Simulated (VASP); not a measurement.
# Na2N3 (Fmmm) in VASP: further runs

Aim: see how the results for Na2N3 move with the level of theory and the settings. Levels: PBE, LDA. Tasks: single point.

Program: VASP 6.6.1. These are calculated values, not measurements. Logs are shortened: lines on timing, memory, paths and dates and some standing lists are left out, and cuts for length are marked.

## Step 1: The cell of the first run

It takes space group Fmmm (No. 69, orthorhombic). The conventional cell has a = 6.991 Å, b = 7.481 Å, c = 11.351 Å, α = 90.00°, β = 90.00°, γ = 90.00°. Within 3.5 Å of Na (site symmetry m2m) lie 10 N at 2.69 to 2.75 Å and 5 Na at 3.26 to 3.34 Å. Na (site symmetry 222) has 8 N at 2.76 to 2.81 Å and 6 Na at 3.34 to 3.50 Å within 3.6 Å. Within 2.2 Å of N (site symmetry m) lie 2 N at 1.67 to 1.68 Å. Within 2.2 Å of N (site symmetry mm2) lie 2 N at 1.68 Å.

## Step 2: Single point, PBE

Contents of INCAR:

```
PREC = Accurate
ENCUT = 520
EDIFF = 1E-6
ISMEAR = -1
SIGMA = 0.1
LREAL = False
LASPH = True
NELM = 100
ALGO = Normal
ISIF = 2
LWAVE = False
LCHARG = False
GGA = PE
NBANDS = 40
```

Contents of KPOINTS:

```
Automatic mesh
0
Gamma
  4 4 4
```

Contents of POSCAR:

```
Na2N3
1.0
   -3.7403960000      0.0000000000      3.4955880000
    3.7403960000      0.0000000000      3.4955880000
    0.0000000000      5.6755780000      3.4955880000
Na N
4 6
Direct
    0.7180000000      0.2820000000      0.0000000000
    0.2820000000      0.7180000000      0.0000000000
    0.7500000000      0.2500000000      0.5000000000
    0.2500000000      0.7500000000      0.5000000000
    0.1333000000      0.1333000000      0.1470000000
    0.2803000000      0.2803000000      0.8530000000
    0.8667000000      0.8667000000      0.8530000000
    0.7197000000      0.7197000000      0.1470000000
    0.8519000000      0.8519000000      0.2962000000
    0.1481000000      0.1481000000      0.7038000000
```

Potentials or basis: VASP PAW PBE potentials, release 64 (Na_pv, N).

On the command line:

```console
$ cat potpaw_PBE.64/Na_pv/POTCAR potpaw_PBE.64/N/POTCAR > POTCAR
$ mpirun -np 1 vasp_std > vasp.out
```

OUTCAR:

```text
PREC = Accurate
   ENCUT = 520
   EDIFF = 1E-6
   ISMEAR = -1
   LREAL = False
   LASPH = True
   NELM = 100
   ISIF = 2
   GGA = PE

 ion  position               nearest neighbor table
   1  0.718  0.282  0.000-
   2  0.282  0.718  0.000-
   3  0.750  0.250  0.500-
   4  0.250  0.750  0.500-
   5  0.133  0.133  0.147-   6 1.67   9 1.68
   6  0.280  0.280  0.853-   5 1.67  10 1.68
   7  0.867  0.867  0.853-   8 1.67  10 1.68
   8  0.720  0.720  0.147-   7 1.67   9 1.68
   9  0.852  0.852  0.296-   5 1.68   8 1.68
  10  0.148  0.148  0.704-   6 1.68   7 1.68

  LATTYP: Found a face centered orthorhombic cell.
 ALAT       =     6.9911760000
 B/A-ratio  =     1.0700334250
 C/A-ratio  =     1.6236404290

  Lattice vectors:

 A1 = (   3.7403960000,   5.6755780000,   0.0000000000)
 A2 = (   0.0000000000,   5.6755780000,   3.4955880000)
 A3 = (   3.7403960000,   0.0000000000,   3.4955880000)

Analysis of symmetry for initial positions (statically):
=====================================================================
 Subroutine PRICEL returns:
 Original cell was already a primitive cell.

 Routine SETGRP: Setting up the symmetry group for a
 face centered orthorhombic supercell.

 Subroutine GETGRP returns: Found  8 space group operations
 (whereof  8 operations were pure point group operations)
 out of a pool of  8 trial point group operations.

The static configuration has the point symmetry D_2h.

Analysis of symmetry for dynamics (positions and initial velocities):
=====================================================================
 Subroutine PRICEL returns:
 Original cell was already a primitive cell.

 Routine SETGRP: Setting up the symmetry group for a
 face centered orthorhombic supercell.

 Subroutine GETGRP returns: Found  8 space group operations
 (whereof  8 operations were pure point group operations)
 out of a pool of  8 trial point group operations.

The dynamic configuration has the point symmetry D_2h.

 Subroutine INISYM returns: Found  8 space group operations
 (whereof  8 operations are pure point group operations),
 and found     1 'primitive' translations

----------------------------------------------------------------------------------------

                                     Primitive cell

  volume of cell :     148.4150
[... 103 lines left out ...]
   NFREE  =      0    steps in history (QN), initial steepest desc. (CG)
   ISIF   =      2    stress and relaxation
   ISYM   =      2    0-nonsym 1-usesym 2-fastsym
   POTIM  = 0.5000    time-step for ionic-motion
   TEBEG  =    0.0;   TEEND  =   0.0 temperature during run
   PSTRESS=    0.0 pullay stress
   NELECT =      58.0000    total number of electrons
   NUPDOWN=      -1.0000    fix difference up-down
   EMIN   =  10.00;   EMAX   =-10.00  energy-range for DOS
   EFERMI =   0.00;   METHOD = LEGACY
   ISMEAR =    -1;   SIGMA  =   0.10  broadening in eV -4-tet -1-fermi 0-gaus
   EFERMI_NEDOS =   21; number of points for ismear=-14 and -15
   IALGO  =     38    algorithm
   IMIX   =      4    mixing-type and parameters
     AMIX     =   0.40;   BMIX     =  1.00
     AMIX_MAG =   1.60;   BMIX_MAG =  1.00
  volume/ion in A,a.u.               =      14.84       100.16
  Fermi-wavevector in a.u.,A,eV,Ry     =   1.196901  2.261815 19.491322  1.432572
  Thomas-Fermi vector in A             =   2.332829
   LORBIT       =      0    0 simple, 1 ext, 2 COOP (PROOUT), +10 PAW based schemes
   GGA     = PE    functional components
   LHFCALC =     F    Hartree Fock is set to
   AEXX    =    0.0000 exact exchange contribution
   IVDW    =     0    specifies the selected vdW correction
   LEPSILON=     F    determine dielectric tensor
   LRPA    =     F    only Hartree local field effects (RPA)
 non-spin polarized calculation
  energy-cutoff  :      520.00
  volume of cell :      148.42
 maximum number of plane-waves:      4011
 NGX is ok and might be reduce to    40
   NGX = 19   NGY = 19   NGZ = 25

 number of electron      58.0000007 magnetization

 Free energy of the ion-electron system (eV)
  ---------------------------------------------------
  ext. energy  EPLUGINS =         0.00000000
  ---------------------------------------------------
  free energy    TOTEN  =       -49.54154282 eV

  energy without entropy =      -49.54042920  energy(sigma->0) =      -49.54098601

 E-fermi :   2.6066     XC(G=0):  -8.5946

 val. band max:        2.0484717630   @ k =   0.5000   0.5000   0.5000
 cond. band min:       3.2792204489   @ k =  -0.2500   0.2500   0.0000
 fundamental gap:      1.2307486859
 Fermi energy:         2.6065872956

 k-point     1 :       0.0000    0.0000    0.0000
  band No.  band energies     occupation
      1     -22.3153      2.00000
      2     -22.2780      2.00000
      3     -22.2688      2.00000
      4     -22.2514      2.00000
      5     -22.2493      2.00000
      6     -22.2332      2.00000
[... 763 lines left out ...]
     39       8.0157      0.00000
     40       8.1287      0.00000

------------------------ aborting loop because EDIFF is reached ----------------------------------------

  FORCE on cell =-STRESS in cart. coord.  units (eV):
  Direction    XX          YY          ZZ          XY          YZ          ZX
  --------------------------------------------------------------------------------------
  -------------------------------------------------------------------------------------
  Total       -6.1351851    -19.0960138    -20.1528461      0.0000000      0.0000000      0.0000000
  in kB      -66.2308509   -206.1462249   -217.5549924      0.0000000      0.0000000      0.0000000
  external PRESSURE =    -163.3106894 kB  Pullay stress =       0.0000000 kB

 VOLUME and BASIS-vectors are now :
 -----------------------------------------------------------------------------
  energy-cutoff  :      520.00
  volume of cell :      148.42
      direct lattice vectors                 reciprocal lattice vectors
    -3.740396000  0.000000000  3.495588000    -0.133675686 -0.088096754  0.143037452
     3.740396000  0.000000000  3.495588000     0.133675686 -0.088096754  0.143037452
     0.000000000  5.675578000  3.495588000     0.000000000  0.176193508  0.000000000

 POSITION                                       TOTAL-FORCE (eV/Angst)
 -----------------------------------------------------------------------------------
     -1.63081      0.00000      3.49559        -0.191810      0.000000      0.000000
      1.63081      0.00000      3.49559         0.191810      0.000000      0.000000
     -1.87020      2.83779      5.24338         0.000000      0.000000      0.000000
      1.87020      2.83779      5.24338         0.000000      0.000000      0.000000
      0.00000      0.83431      1.44578         0.000000     -1.640521     -2.608953
      0.00000      4.84127      4.94136         0.000000      1.640521     -2.608953
      0.00000      4.84127      9.04099         0.000000      1.640521      2.608953
      0.00000      0.83431      5.54540         0.000000     -1.640521      2.608953
      0.00000      1.68111      6.99118         0.000000     -3.147956      0.000000
      0.00000      3.99447      3.49559         0.000000      3.147956      0.000000
 -----------------------------------------------------------------------------------
    total drift:                               -0.000000     -0.000000     -0.000000

  FREE ENERGIE OF THE ION-ELECTRON SYSTEM (eV)
  ---------------------------------------------------
  free  energy   TOTEN  =       -49.5415428170 eV

  energy  without entropy=      -49.5404292010  energy(sigma->0) =      -49.54098601
```

OSZICAR:

```text
N       E                     dE             d eps       ncg     rms          rms(c)
DAV:   1     0.634758388244E+03    0.63476E+03   -0.28999E+04  1440   0.163E+03
DAV:   2     0.434715685340E+02   -0.59129E+03   -0.56446E+03  1472   0.454E+02
DAV:   3    -0.470738838243E+02   -0.90545E+02   -0.87603E+02  1848   0.169E+02
DAV:   4    -0.521076357401E+02   -0.50338E+01   -0.49424E+01  1760   0.395E+01
DAV:   5    -0.522644195376E+02   -0.15678E+00   -0.15646E+00  1728   0.730E+00    0.986E+00
DAV:   6    -0.499071540887E+02    0.23573E+01   -0.35394E+00  1936   0.866E+00    0.485E+00
DAV:   7    -0.495512184270E+02    0.35594E+00   -0.97116E-01  1960   0.456E+00    0.203E+00
DAV:   8    -0.495404346130E+02    0.10784E-01   -0.13191E-01  1784   0.210E+00    0.609E-01
DAV:   9    -0.495391742742E+02    0.12603E-02   -0.23358E-02  1768   0.899E-01    0.218E-01
DAV:  10    -0.495417444904E+02   -0.25702E-02   -0.16267E-02  1768   0.566E-01    0.178E-01
DAV:  11    -0.495413756775E+02    0.36881E-03   -0.17553E-03  1768   0.239E-01    0.510E-02
DAV:  12    -0.495415444437E+02   -0.16877E-03   -0.41558E-04  1736   0.101E-01    0.287E-02
DAV:  13    -0.495415402163E+02    0.42274E-05   -0.55238E-05  1840   0.376E-02    0.846E-03
DAV:  14    -0.495415425561E+02   -0.23398E-05   -0.83460E-06  1544   0.126E-02    0.240E-03
DAV:  15    -0.495415428170E+02   -0.26095E-06   -0.16406E-06  1480   0.601E-03
   1 F= -.49541543E+02 E0= -.49540986E+02  d E =-.111362E-02
```

stdout:

```text
POSCAR found type information on POSCAR NaN
 POSCAR found :  2 types and      10 ions
 scaLAPACK will be used
 LDA part: xc-table for (Slater+PW92), standard interpolation
 POSCAR, INCAR and KPOINTS ok, starting setup
 FFT: planning ... GRIDC
 FFT: planning ... GRID_SOFT
 FFT: planning ... GRID
 WAVECAR not read
 entering main loop
```

It took 2.6 min on 1 thread of Intel Xeon Platinum 8375C at 2.90GHz (Ice Lake), shared host; peak memory 0.28 GiB.

What came out:

```yaml
Free_energy: -49.5415 eV
Pressure: -16.3 GPa
Largest_force: 3.148 eV/Å
Band_gap_on_the_k_mesh: 1.23 eV, indirect (least direct gap 1.31 eV)
```

Forces on the atoms (eV/Å):
```
Na  -0.192  0.000  0.000
Na   0.192  0.000  0.000
Na   0.000  0.000  0.000
Na   0.000  0.000  0.000
N    0.000 -1.641 -2.609
N    0.000  1.641 -2.609
N    0.000  1.641  2.609
N    0.000 -1.641  2.609
N    0.000 -3.148  0.000
N    0.000  3.148  0.000
```

Stress tensor (GPa, compression positive):
```
 -6.62   0.00   0.00
  0.00 -20.61   0.00
  0.00   0.00 -21.76
```

Caveat: forces of over 1 eV/Å act on the atoms, so gaps and moduli don't describe the material at rest. Expect the measured gap to be larger: semilocal functionals such as PBE lack the derivative discontinuity.

## Step 3: Single point, PBE

Contents of INCAR:

```
SYSTEM = Na2N3
ALGO = Normal
EDIFF = 1E-6
ENCUT = 520
GGA = PE
ISIF = 2
ISMEAR = -1
LASPH = .True.
LCHARG = .True.
LELF = .True.
LREAL = .False.
LVHAR = .True.
LWAVE = .False.
NBANDS = 40
NELM = 80
PREC = Accurate
SIGMA = 0.1
```

Contents of KPOINTS:

```
k-points
0
Gamma
  4 4 4
  0 0 0
```

POSCAR is that of step 2.

Potentials or basis: VASP PAW PBE potentials, release 64 (Na_pv, N).

On the command line:

```console
$ cat potpaw_PBE.64/Na_pv/POTCAR potpaw_PBE.64/N/POTCAR > POTCAR
$ mpirun -np 1 vasp_std > vasp.out
```

OUTCAR:

```text
SYSTEM = Na2N3
   EDIFF = 1E-6
   ENCUT = 520
   GGA = PE
   ISIF = 2
   ISMEAR = -1
   LASPH = .True.
   LREAL = .False.
   NELM = 80
   PREC = Accurate

 ion  position               nearest neighbor table
   1  0.718  0.282  0.000-
   2  0.282  0.718  0.000-
   3  0.750  0.250  0.500-
   4  0.250  0.750  0.500-
   5  0.133  0.133  0.147-   6 1.67   9 1.68
   6  0.280  0.280  0.853-   5 1.67  10 1.68
   7  0.867  0.867  0.853-   8 1.67  10 1.68
   8  0.720  0.720  0.147-   7 1.67   9 1.68
[... 984 lines left out ...]
  Total       -6.1351851    -19.0960138    -20.1528461      0.0000000      0.0000000      0.0000000
  in kB      -66.2308509   -206.1462249   -217.5549924      0.0000000      0.0000000      0.0000000
  external PRESSURE =    -163.3106894 kB  Pullay stress =       0.0000000 kB

 VOLUME and BASIS-vectors are now :
 -----------------------------------------------------------------------------
  energy-cutoff  :      520.00
  volume of cell :      148.42
      direct lattice vectors                 reciprocal lattice vectors
    -3.740396000  0.000000000  3.495588000    -0.133675686 -0.088096754  0.143037452
     3.740396000  0.000000000  3.495588000     0.133675686 -0.088096754  0.143037452
     0.000000000  5.675578000  3.495588000     0.000000000  0.176193508  0.000000000

 POSITION                                       TOTAL-FORCE (eV/Angst)
 -----------------------------------------------------------------------------------
     -1.63081      0.00000      3.49559        -0.191810      0.000000      0.000000
      1.63081      0.00000      3.49559         0.191810      0.000000      0.000000
     -1.87020      2.83779      5.24338         0.000000      0.000000      0.000000
      1.87020      2.83779      5.24338         0.000000      0.000000      0.000000
      0.00000      0.83431      1.44578         0.000000     -1.640521     -2.608953
      0.00000      4.84127      4.94136         0.000000      1.640521     -2.608953
      0.00000      4.84127      9.04099         0.000000      1.640521      2.608953
      0.00000      0.83431      5.54540         0.000000     -1.640521      2.608953
      0.00000      1.68111      6.99118         0.000000     -3.147956      0.000000
      0.00000      3.99447      3.49559         0.000000      3.147956      0.000000
 -----------------------------------------------------------------------------------
    total drift:                               -0.000000     -0.000000     -0.000000

  FREE ENERGIE OF THE ION-ELECTRON SYSTEM (eV)
  ---------------------------------------------------
  free  energy   TOTEN  =       -49.5415428170 eV

  energy  without entropy=      -49.5404292010  energy(sigma->0) =      -49.54098601
```

OSZICAR:

```text
N       E                     dE             d eps       ncg     rms          rms(c)
DAV:   1     0.634758388244E+03    0.63476E+03   -0.28999E+04  1440   0.163E+03
DAV:   2     0.434715685340E+02   -0.59129E+03   -0.56446E+03  1472   0.454E+02
DAV:   3    -0.470738838243E+02   -0.90545E+02   -0.87603E+02  1848   0.169E+02
DAV:   4    -0.521076357401E+02   -0.50338E+01   -0.49424E+01  1760   0.395E+01
DAV:   5    -0.522644195376E+02   -0.15678E+00   -0.15646E+00  1728   0.730E+00    0.986E+00
DAV:   6    -0.499071540887E+02    0.23573E+01   -0.35394E+00  1936   0.866E+00    0.485E+00
DAV:   7    -0.495512184270E+02    0.35594E+00   -0.97116E-01  1960   0.456E+00    0.203E+00
DAV:   8    -0.495404346130E+02    0.10784E-01   -0.13191E-01  1784   0.210E+00    0.609E-01
DAV:   9    -0.495391742742E+02    0.12603E-02   -0.23358E-02  1768   0.899E-01    0.218E-01
DAV:  10    -0.495417444904E+02   -0.25702E-02   -0.16267E-02  1768   0.566E-01    0.178E-01
DAV:  11    -0.495413756775E+02    0.36881E-03   -0.17553E-03  1768   0.239E-01    0.510E-02
DAV:  12    -0.495415444437E+02   -0.16877E-03   -0.41558E-04  1736   0.101E-01    0.287E-02
DAV:  13    -0.495415402163E+02    0.42274E-05   -0.55238E-05  1840   0.376E-02    0.846E-03
DAV:  14    -0.495415425561E+02   -0.23398E-05   -0.83460E-06  1544   0.126E-02    0.240E-03
DAV:  15    -0.495415428170E+02   -0.26095E-06   -0.16406E-06  1480   0.601E-03
   1 F= -.49541543E+02 E0= -.49540986E+02  d E =-.111362E-02
```

stdout:

```text
POSCAR found type information on POSCAR NaN
 POSCAR found :  2 types and      10 ions
 scaLAPACK will be used
 LDA part: xc-table for (Slater+PW92), standard interpolation
 POSCAR, INCAR and KPOINTS ok, starting setup
 FFT: planning ... GRIDC
 FFT: planning ... GRID_SOFT
 FFT: planning ... GRID
 WAVECAR not read
 entering main loop
```

Run time: 2.4 min. Hardware: 1 thread of Intel Xeon Platinum 8375C at 2.90GHz (Ice Lake), shared host; peak memory 0.29 GiB.

Results:

| Property | Result |
| --- | --- |
| Free energy | -49.5415 eV |
| Pressure | -16.3 GPa |
| Largest force | 3.148 eV/Å |
| Band gap on the k mesh | 1.23 eV, indirect (least direct gap 1.31 eV) |

Forces on the atoms (eV/Å):
```
Na  -0.192  0.000  0.000
Na   0.192  0.000  0.000
Na   0.000  0.000  0.000
Na   0.000  0.000  0.000
N    0.000 -1.641 -2.609
N    0.000  1.641 -2.609
N    0.000  1.641  2.609
N    0.000 -1.641  2.609
N    0.000 -3.148  0.000
N    0.000  3.148  0.000
```

Stress tensor (GPa, compression positive):
```
 -6.62   0.00   0.00
  0.00 -20.61   0.00
  0.00   0.00 -21.76
```

Levels at points of the mesh, in eV from the valence-band top:
| k point | band 25 | band 26 | band 27 | band 28 | band 29 | band 30 | band 31 | band 32 | band 33 | band 34 |
| --- | --- | --- | --- | --- | --- | --- | --- | --- | --- | --- |
| (0.00, 0.00, 0.00) | -3.06 | -2.83 | -2.80 | -0.96 | -0.30 | 1.32 | 1.68 | 1.87 | 1.90 | 2.90 |
| (0.50, 0.00, 0.00) | -3.18 | -3.07 | -2.83 | -0.60 | -0.43 | 1.40 | 1.61 | 2.64 | 3.61 | 3.87 |
| (0.50, 0.50, 0.00) | -2.92 | -2.82 | -2.76 | -0.73 | -0.02 | 1.30 | 1.47 | 1.81 | 2.59 | 3.99 |
| (0.00, 0.00, 0.50) | -3.21 | -3.12 | -2.89 | -0.75 | -0.66 | 1.29 | 1.67 | 2.77 | 2.93 | 3.80 |
| (0.50, 0.50, 0.50) | -3.18 | -2.92 | -2.91 | -0.51 | 0.00 | 1.31 | 1.34 | 2.75 | 4.14 | 4.44 |

Caveat: forces of over 1 eV/Å act on the atoms, so gaps and moduli don't describe the material at rest.

(Part 1 of 2 ends here.)
